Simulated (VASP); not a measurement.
## GeP4: single point with PBE

Crystal: GeP4.

```
Ge P
1.0
     6.01001    0.00000    0.00000
     0.00000    6.01001    0.00000
     0.00000    0.00000    5.43223
Ge P
2 8
Direct
  0.50000 0.50000 0.00000
  0.00000 0.00000 0.00000
  0.67385 0.82615 0.25178
  0.82615 0.32615 0.25178
  0.17385 0.32615 0.74822
  0.82615 0.67385 0.74822
  0.67385 0.17385 0.74822
  0.32615 0.82615 0.74822
  0.32615 0.17385 0.25178
  0.17385 0.67385 0.25178
```

| Property | Result |
| --- | --- |
| Program | VASP 6.6.1 |
| Task | single point |
| Functional | PBE |
| Potentials or basis | VASP PAW PBE potentials, release 64 (Ge_d, P) |
| Cutoff | 520 eV |
| k mesh | 4 × 4 × 4 |
| Occupations | gaussian, width 0.1 eV |
| Spin | no spin polarisation |
| Dipole correction | no |
| Further INCAR settings | ALGO = Normal; EDIFF = 1e-06; NBANDS = 45 |

| Quantity | Value |
| --- | --- |
| Pressure | -6.9 GPa |
| Largest force | 0.558 eV/Å |
| Band gap on the k mesh | zero (band 34 reaches 6.56 eV, above the bottom of band 35 at 5.21 eV) |

Forces on the atoms (eV/Å):
```
Ge   0.000  0.000  0.000
Ge   0.000  0.000  0.000
P   -0.141  0.141  0.521
P    0.141  0.141  0.521
P   -0.141  0.141 -0.521
P    0.141 -0.141 -0.521
P   -0.141 -0.141 -0.521
P    0.141  0.141 -0.521
P    0.141 -0.141  0.521
P   -0.141 -0.141  0.521
```

Stress tensor (GPa, compression positive):
```
-6.66  0.00  0.00
 0.00 -6.66  0.00
 0.00  0.00 -7.46
```

Levels at points of the mesh, in eV from the Fermi level:
| k point | band 32 | band 33 | band 34 | band 35 | band 36 | band 37 |
| --- | --- | --- | --- | --- | --- | --- |
| (0.00, 0.00, 0.00) | -1.37 | -0.83 | -0.51 | 0.54 | 0.57 | 0.57 |
| (0.50, 0.00, 0.00) | -1.15 | -0.65 | -0.65 | 0.37 | 0.37 | 0.89 |
| (0.50, 0.50, 0.00) | -0.85 | -0.34 | -0.34 | 0.43 | 0.43 | 0.92 |
| (0.00, 0.00, 0.50) | -0.26 | -0.05 | -0.05 | 0.86 | 1.08 | 1.39 |
| (0.50, 0.00, 0.50) | -0.57 | 0.09 | 0.09 | 0.36 | 0.36 | 0.55 |
| (0.50, 0.50, 0.50) | -1.32 | -1.05 | -1.05 | -0.76 | -0.76 | -0.23 |

Run time: 2.8 min on 1 thread of Intel(R) Xeon(R) Platinum 8259CL CPU @ 2.50GHz (Skylake/Cascade Lake), with other jobs on the host, peak memory 0.35 GiB.
